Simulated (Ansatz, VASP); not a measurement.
# One calculation of Mg3CdS4, two programs

INCAR

```
  ALGO = Normal
  EDIFF = 1E-6
  EDIFFG = -0.01
  ENCUT = 600
  GGA = PE
  IBRION = 2
  ISIF = 3
  ISMEAR = 0
  LASPH = T
  LCHARG = F
  LREAL = F
  LWAVE = F
  NELM = 100
  NSW = 100
  PREC = Accurate
  SIGMA = 0.02
```

The input KPOINTS:

```
k-points
0
Gamma
  8 8 4
```

Contents of POSCAR:

```
Mg3CdS4
1.0
    3.7522800000      0.0000000000      0.0000000000
    0.0000000000      3.7522800000      0.0000000000
    0.0000000000      0.0000000000     10.6323821000
Mg Cd S
3 1 4
Direct
    0.0000000000      0.0000000000      0.7456080000
    0.0000000000      0.0000000000      0.2543920000
    0.5000000000      0.5000000000      0.5000000000
    0.5000000000      0.5000000000      0.0000000000
    0.0000000000      0.0000000000      0.0000000000
    0.5000000000      0.5000000000      0.2568390000
    0.0000000000      0.0000000000      0.5000000000
    0.5000000000      0.5000000000      0.7431610000
```

Input for Ansatz:

```yaml
crystal:
  lattice:
    - [3.75228, 0.0, 0.0]
    - [0.0, 3.75228, 0.0]
    - [0.0, 0.0, 10.6323821]
  atoms:
    - { symbol: Mg, position: [0.0, 0.0, 0.745608] }
    - { symbol: Mg, position: [0.0, 0.0, 0.254392] }
    - { symbol: Mg, position: [0.5, 0.5, 0.5] }
    - { symbol: Cd, position: [0.5, 0.5, 0.0] }
    - { symbol: S, position: [0.0, 0.0, 0.0] }
    - { symbol: S, position: [0.5, 0.5, 0.256839] }
    - { symbol: S, position: [0.0, 0.0, 0.5] }
    - { symbol: S, position: [0.5, 0.5, 0.743161] }
basis:
  ecutwfc: 420
kpoints:
  mp_grid: { grid: [8, 8, 4] }
hamiltonian:
  xc: pbe
scf:
  occupations: { method: gaussian, width: 0.02 }
output:
  forces: true
  stress: true
  eigenvalues: true
relax:
  adjacent_minimum: "off"
  f_tol: 0.01
  max_steps: 80
  cell: { stress_tol: 0.05 }
```

Alike in both runs: task relaxation of cell and atoms; functional PBE; k mesh 8 × 8 × 4; occupations gaussian, width 0.02 eV; no spin polarisation.

|  | VASP | Ansatz |
| --- | --- | --- |
| version | VASP 6.6.1 | Ansatz 0.2.0 |
| potentials or method | VASP PAW PBE potentials, release 64 (Mg, Cd, S), cutoff 600 eV | scalar-relativistic, plane waves, PAW |
| valence electrons in the cell | 42 | 74 |

```tsv
	VASP	Ansatz	Ansatz less VASP
gap on the k mesh at the Fermi level, each at its own relaxed structure (eV)	1.04	1.05	+0.005
relaxed volume (Å³/atom)	18.69	18.71	+0.019
relaxed cell length with the largest relative difference (Å)	10.625	10.632	+0.0072
```

VASP's potentials hold 42 valence electrons a cell and Ansatz's 74, so a difference there can come from the potentials and not from the codes.
